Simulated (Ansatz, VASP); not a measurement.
## Rh in VASP and in Ansatz

```
Rh
1.0
     2.69174    0.00000    0.00000
    -1.34587    2.33112    0.00000
     0.00000    0.00000    8.79807
Rh
4
Direct
  0.66667 0.33333 0.75000
  0.00000 0.00000 0.50000
  0.33333 0.66667 0.25000
  0.00000 0.00000 0.00000
```

Alike in both runs: functional r2SCAN; k mesh 6 × 6 × 2; occupations fermi-dirac, width 0.05 eV; no spin polarisation.

|  | VASP | Ansatz |
| --- | --- | --- |
| version | VASP 6.6.1 | Ansatz 0.2.0 |
| potentials or method | VASP PAW PBE potentials, release 64 (Rh_pv) | Ansatz PAW |
| plane-wave cutoff (eV) | 520 | 500 |
| valence electrons in the cell | 60 | 68 |
| task | single point | projected density of states |

Ansatz gave:

* gap on the k mesh at the Fermi level (eV): none
* pressure (GPa): -0.6
* traceless stress, the component that is largest in VASP (GPa): -3.76

Which values does VASP return?

gap on the k mesh at the Fermi level (eV): none; pressure (GPa): 0.6; traceless stress, the component that is largest in VASP (GPa): -3.74.

VASP's potentials were made for PBE, not for r2SCAN. A gap of «none» marks a metal or a gap that the smearing closes. VASP's potentials hold 60 valence electrons a cell and Ansatz's 68, so a difference there can come from the potentials and not from the codes.

The k mesh is coarse, so the values compare programs but aren't converged.
